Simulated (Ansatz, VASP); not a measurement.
C: VASP beside Ansatz

File POSCAR:

```
C
1.0
    0.0000000000      1.7834000000      1.7834000000
    1.7834000000      0.0000000000      1.7834000000
    1.7834000000      1.7834000000      0.0000000000
C
2
Direct
    0.5000000000      0.5000000000      0.5000000000
    0.7500000000      0.7500000000      0.7500000000
```

File INCAR.step1:

```
  ALGO = Normal
  EDIFF = 1E-5
  ENCUT = 910
  GGA = PE
  GGA_COMPAT = F
  ISMEAR = 0
  LASPH = T
  LCHARG = F
  LREAL = F
  LWAVE = T
  NBANDS = 11
  NELM = 120
  PREC = Accurate
  SIGMA = 0.05
```

Contents of INCAR.step2:

```
  ALGO = Normal
  EDIFF = 1E-6
  ENCUT = 910
  GGA_COMPAT = F
  ISIF = 2
  ISMEAR = 0
  ISTART = 1
  LASPH = T
  LCHARG = F
  LMIXTAU = T
  LREAL = F
  LWAVE = F
  METAGGA = R2SCAN
  NBANDS = 11
  NELM = 120
  PREC = Accurate
  SIGMA = 0.05
```

Contents of KPOINTS:

```
k-points
0
Gamma
  12 12 12
```

Input for Ansatz:

```yaml
crystal:
  lattice:
    - [0.0, 1.7834, 1.7834]
    - [1.7834, 0.0, 1.7834]
    - [1.7834, 1.7834, 0.0]
  atoms:
    - { symbol: C, position: [0.5, 0.5, 0.5] }
    - { symbol: C, position: [0.75, 0.75, 0.75] }
basis:
  ecutwfc: 500
kpoints:
  mp_grid: { grid: [12, 12, 12] }
hamiltonian:
  xc: r2scan
scf:
  occupations: { method: gaussian, width: 0.05 }
output:
  forces: true
  stress: true
  eigenvalues: true
  write_density: true
  write_potential: true
  elf: true
  volumetric_format: npy
```

Alike in both runs: task single point; functional r2SCAN; k mesh 12 × 12 × 12; occupations gaussian, width 0.05 eV; no spin polarisation.

|  | VASP | Ansatz |
| --- | --- | --- |
| version | VASP 6.6.1 | Ansatz 0.2.0 |
| potentials or method | VASP PAW PBE potentials, release 64 (C_h), cutoff 910 eV | scalar-relativistic, plane waves, PAW |
| valence electrons in the cell | 8 | 8 |

```csv
,VASP,Ansatz,Ansatz less VASP
gap on the k mesh at the Fermi level (eV),4.37,4.37,-0.002
least direct gap on the mesh (eV),5.88,5.88,+0.001
```

VASP's potentials were made for PBE, not for r2SCAN.

Noted on VASP's run: the cutoff is short for stress, so the pressure is rough.
